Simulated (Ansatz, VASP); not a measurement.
# One calculation of CoSi2, two programs

Contents of INCAR:

```
PREC     = Accurate       # precision mode
ENCUT    = 520            # plane-wave cutoff, eV
EDIFF    = 1E-6           # SCF threshold, eV
ISMEAR   = 0              # smearing method
SIGMA    = 0.15           # smearing width, eV
LREAL    = False          # projectors in reciprocal space
LASPH    = True           # aspherical terms in the spheres
NELM     = 80             # most SCF steps
ALGO     = Normal         # electronic algorithm
ISIF     = 2              # what is computed and relaxed
LWAVE    = False          # write WAVECAR
LCHARG   = False          # write CHGCAR
GGA      = PS             # functional
NBANDS   = 16             # bands
```

File KPOINTS:

```
Automatic mesh
0
Gamma
  14 14 14
```

Contents of POSCAR:

```
CoSi2
1.0
    0.0000000000      2.7007142727      2.7007142727
    2.7007142727      0.0000000000      2.7007142727
    2.7007142727      2.7007142727      0.0000000000
Co Si
1 2
Direct
    0.0160744693     -0.0160744693     -0.0160744693
    0.2331347727      0.2668652273      0.2668652273
    0.7331347727      0.7668652273      0.7668652273
```

Input for Ansatz:

```yaml
crystal:
  lattice:
    - [0.0, 2.7007142727, 2.7007142727]
    - [2.7007142727, 0.0, 2.7007142727]
    - [2.7007142727, 2.7007142727, 0.0]
  atoms:
    - { symbol: Co, position: [0.0160744693, -0.0160744693, -0.0160744693] }
    - { symbol: Si, position: [0.2331347727, 0.2668652273, 0.2668652273] }
    - { symbol: Si, position: [0.7331347727, 0.7668652273, 0.7668652273] }
basis:
  ecutwfc: 520.0
kpoints:
  mp_grid: { grid: [14, 14, 14] }
hamiltonian:
  xc: pbesol
  pseudopotentials: { kind: paw, azcp: { folder: soft_1 } }
scf:
  occupations: { method: gaussian, width: 0.15 }
output:
  forces: true
  stress: true
  eigenvalues: true
```

Change from the starting cell: mode 4 frozen in at -0.090 Å, equal normal strain along x, y and z +0.0167.

Alike in both runs: task single point; functional PBEsol; k mesh 14 × 14 × 14; occupations gaussian, width 0.15 eV; no spin polarisation.

|  | VASP | Ansatz |
| --- | --- | --- |
| version | VASP 6.6.1 | Ansatz 0.2.0 |
| potentials or method | VASP PAW PBE potentials, release 64 (Co, Si), cutoff 520 eV | scalar-relativistic, plane waves, PAW |
| valence electrons in the cell | 17 | 25 |

```tsv
	VASP	Ansatz	Ansatz less VASP
gap on the k mesh at the Fermi level (eV)	none	none	-
pressure (GPa)	-6.3	-6.3	0.00
traceless stress, the component that is largest in VASP (GPa)	-0.75	-0.71	+0.037
rms of the force components (eV/Å)	0.751	0.743	-0.0084
```

VASP's potentials were made for PBE, not for PBEsol, and Ansatz warns of the same on its side. Atom by atom the forces differ by 0.008 eV/Å (rms over components). A gap of «none» marks a metal or a gap that the smearing closes. The functional is the same, so the differences come from potentials, cutoffs and numerics. VASP's potentials hold 17 valence electrons a cell and Ansatz's 25, so a difference there can come from the potentials and not from the codes.
